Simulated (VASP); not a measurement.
## Te: single point with PBE

The system is Te.

```
Te
1.0
     4.84372    0.00000    0.00000
    -2.42186    4.19478    0.00000
     0.00000    0.00000    2.91458
Te
3
Direct
  0.00000 0.00000 0.00000
  0.33333 0.66667 0.50000
  0.66667 0.33333 0.50000
```

This isn't the form of Te at room conditions, which is trigonal, of chains.

* Program: VASP 6.6.1
* Task: single point
* Functional: PBE
* Potentials or basis: VASP PAW PBE potentials, release 64 (Te)
* Cutoff: 520 eV
* k mesh: 7 × 7 × 9
* Occupations: fermi-dirac, width 0.1 eV
* Spin: no spin polarisation

| Quantity | Value |
| --- | --- |
| Pressure | 50.8 GPa |
| Band gap on the k mesh | zero (bands 9 and 10 overlap by 7.65 eV) |

Stress tensor (GPa, compression positive):
```
50.94  0.00  0.00
 0.00 50.94  0.00
 0.00  0.00 50.62
```

Levels at points of the mesh, in eV from the Fermi level:
```
           k point  band 5  band 6  band 7  band 8  band 9  band 10  band 11  band 12  band 13  band 14
(0.00, 0.00, 0.00)   -7.23   -6.77   -6.77   -0.18    4.39     5.29     5.29     5.54     5.69    10.30
```

It took 54 s on 1 thread of Intel Xeon 8259CL, on a shared host, peak memory 0.18 GiB.

Caveat: the cell stands under pressure; spin-orbit coupling is left out, which moves the levels of the heavy elements.
